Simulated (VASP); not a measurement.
FeCo: single point with PBE

FeCo:

```
Fe Co
1.0
     2.85700    0.00000    0.00000
     0.00000    2.85700    0.00000
     0.00000    0.00000    2.85700
Fe Co
1 1
Cartesian
  1.4285 1.4285 1.4285
  0.0000 0.0000 0.0000
```

* Program: VASP 6.6.1
* Task: single point
* Functional: PBE
* Potentials or basis: VASP PAW PBE potentials, release 64 (Fe, Co)
* Cutoff: 600 eV
* k mesh: 13 × 13 × 13
* Occupations: fermi-dirac, width 0.05 eV
* Spin: collinear spin, ferrimagnetic start
* Starting moments: [3.0, -2.0] μB
* Dipole correction: no
* Further INCAR settings: ALGO = Normal; EDIFF = 1e-06; NBANDS = 20

```yaml
Pressure: -14.6 GPa
Net_moment: -0.33 μB per cell
Site_moments: Fe +0.96; Co -1.29 μB
Valence_electrons_inside_the_program's_atomic_spheres: Fe 7.17; Co 8.18
```

Levels at points of the mesh, in eV from the Fermi level:
Spin up:
| k point | band 5 | band 6 | band 7 | band 8 | band 9 | band 10 | band 11 | band 12 |
| --- | --- | --- | --- | --- | --- | --- | --- | --- |
| (0.00, 0.00, 0.00) | -1.66 | -1.66 | 0.00 | 0.00 | 0.62 | 0.62 | 0.62 | 9.61 |
Spin down:
```tsv
k point	band 6	band 7	band 8	band 9	band 10	band 11	band 12	band 13
(0.00, 0.00, 0.00)	-1.96	-0.28	-0.28	0.83	0.83	0.83	9.61	9.61
```

Run time: 70 s on 1 thread of Intel(R) Xeon(R) 6975P-C (Granite Rapids), on a shared host, peak memory 0.2 GiB.

Caveat: the cell stands under tension.
